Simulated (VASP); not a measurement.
# PtSe4 in VASP: settings compared, part 3 of 3

VASP 6.6.1. Earlier steps stand in the parts before.

### 5 Single point, r2SCAN

POSCAR

```
PtSe4
1.0
    3.7603063796      0.0000000000      0.0000000000
   -1.8801531898      3.2565208507      0.0000000000
    0.0000000000      0.0000000000     22.1900263333
Se Pt
4 1
Direct
    0.3333333333      0.6666666667      0.3379896845
    0.6666666667      0.3333333333      0.4428469366
    0.3333333333      0.6666666667      0.5571530634
    0.6666666667      0.3333333333      0.6620103155
    0.0000000000      0.0000000000      0.5000000000
```

INCAR.step1

```
PREC = Accurate
ENCUT = 520
ISMEAR = 0
SIGMA = 0.1
LREAL = False
LASPH = True
NELM = 100
LDIPOL = True
IDIPOL = 3
DIPOL = 0.5 0.5 0.500
NBANDS = 25
GGA = PE
ALGO = Normal
EDIFF = 1E-4
LWAVE = True
LCHARG = False
```

INCAR.step2

```
PREC = Accurate
ENCUT = 520
EDIFF = 1E-6
ISMEAR = 0
SIGMA = 0.1
LREAL = False
LASPH = True
NELM = 100
ALGO = Normal
ISIF = 2
LWAVE = False
LCHARG = True
LDIPOL = True
IDIPOL = 3
DIPOL = 0.5 0.5 0.500
METAGGA = R2SCAN
LMIXTAU = True
LELF = True
LVHAR = True
LVACPOTAV = True
NBANDS = 25
ISTART = 1
```

KPOINTS

```
Automatic mesh
0
Gamma
  9 9 1
```

Started as:

```bash
> cat potpaw_PBE.64/Se/POTCAR potpaw_PBE.64/Pt/POTCAR > POTCAR
> cp INCAR.step1 INCAR
> mpirun -np 1 vasp_std > vasp.out
> cp INCAR.step2 INCAR
> mpirun -np 1 vasp_std > vasp.out
```

Run time: 6.2 min. Hardware: 1 thread of Intel Xeon Platinum 8375C at 2.90GHz (Ice Lake), shared host; peak memory 0.41 GiB.

Results (log left out):

- Free energy: -106.5952 eV
- Largest force: 0.971 eV/Å
- Band gap on the k mesh: zero (band 17 reaches -1.26 eV, above the bottom of band 18 at -2.38 eV)

Forces on the atoms (eV/Å):
```
Se   0.000  0.000  0.576
Se   0.000  0.000 -0.971
Se   0.000  0.000  0.971
Se   0.000  0.000 -0.576
Pt   0.000  0.000  0.000
```

Levels at points of the mesh, in eV from the Fermi level:
```tsv
k point	band 14	band 15	band 16	band 17	band 18	band 19	band 20	band 21
(0.00, 0.00, 0.00)	-0.33	0.60	0.60	0.80	0.80	0.84	2.48	2.48
```

Caveat: the PAW data sets were made with another functional, which shifts forces and pressure a little; spin-orbit coupling is left out, which moves the levels of the heavy elements.

### 6 Overview

| level | k mesh | gap on the mesh (eV) | largest force (eV/Å) |
| --- | --- | --- | --- |
| PBEsol | 9 × 9 × 1 | none | 0.01 |
| PBEsol | 13 × 13 × 1 | none | 0.96 |
| r2SCAN | 9 × 9 × 1 | none | 0.97 |

Some of these runs hold the atoms at other places in the same cell, which the table doesn't show; runs alike in all that it shows share one row.

Alike in all rows: task single point; potentials or basis VASP PAW PBE potentials, release 64 (Se, Pt); no spin polarisation; cell as given; cutoff (eV) 520; smearing gaussian 0.1 eV.

Every run on the cell as given and a fine mesh finds a metal.

Caveats: the PAW data sets were made with another functional, which shifts forces and pressure a little; spin-orbit coupling is left out, which moves the levels of the heavy elements.

Total energies depend on the potentials used, so only differences within one code and one set of settings carry meaning.
